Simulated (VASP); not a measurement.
Wanted: the native input for a VASP 6.6.1 run.

- Task: single point
- Functional: PBE
- Potentials or basis: VASP PAW PBE potentials, release 64 (Al, Co)
- Cutoff: 520 eV
- k mesh: 18 × 18 × 6
- Occupations: gaussian, width 0.1 eV
- Spin: collinear spin, ferromagnetic start
- Starting moments: [0.0, 0.0, 1.7] μB
- Dipole correction: no
- Further INCAR settings: ALGO = Normal; EDIFF = 1e-06; NBANDS = 18

The structure of Al2Co lies in POSCAR:

```
Al2Co
1.0
    2.6316326892      0.0000000000      0.0000000000
   -1.3158163446      2.2790607623      0.0000000000
    0.0000000000      0.0000000000      7.9222574541
Al Co
2 1
Direct
    0.0000000000      0.0000000000      0.1855422264
    0.0000000000      0.0000000000      0.8144577736
    0.0000000000      0.0000000000      0.5000000000
```

The cell was built from a structure type or drawn by symmetry, and may not be a known phase.

The input as run:

INCAR

```
PREC     = Accurate       # precision mode
ENCUT    = 520            # plane-wave cutoff, eV
EDIFF    = 1E-6           # SCF threshold, eV
ISMEAR   = 0              # smearing method
SIGMA    = 0.1            # smearing width, eV
LREAL    = False          # projectors in reciprocal space
LASPH    = True           # aspherical terms in the spheres
NELM     = 150            # most SCF steps
ALGO     = Normal         # electronic algorithm
ISIF     = 2              # what is computed and relaxed
LWAVE    = False          # write WAVECAR
LCHARG   = False          # write CHGCAR
ISPIN    = 2              # spin polarisation
MAGMOM   = 0 0 1.7        # initial moments
LORBIT   = 11             # projections on sites
LMAXMIX  = 4              # l up to which the mixer works
GGA      = PE             # functional
NBANDS   = 18             # bands
```

KPOINTS

```
regular mesh
0
Gamma
  18 18 6
```

Potentials or basis: VASP PAW PBE potentials, release 64 (Al, Co).

Launch:

```console
$ cat potpaw_PBE.64/Al/POTCAR potpaw_PBE.64/Co/POTCAR > POTCAR
$ mpirun -np 1 vasp_std > vasp.out
```

Results of the run:

* Pressure: -0.2 GPa
* Largest force: 0.010 eV/Å
* Net moment: 1.47 μB per cell
* Site moments: Al -0.00; Co +1.54 μB
* Valence electrons inside the program's atomic spheres: Al 0.82; Co 8.01

Run time: 2.8 min on 1 thread of Intel(R) Xeon(R) Platinum 8488C (Sapphire Rapids), with other jobs on the host, peak memory 0.32 GiB.
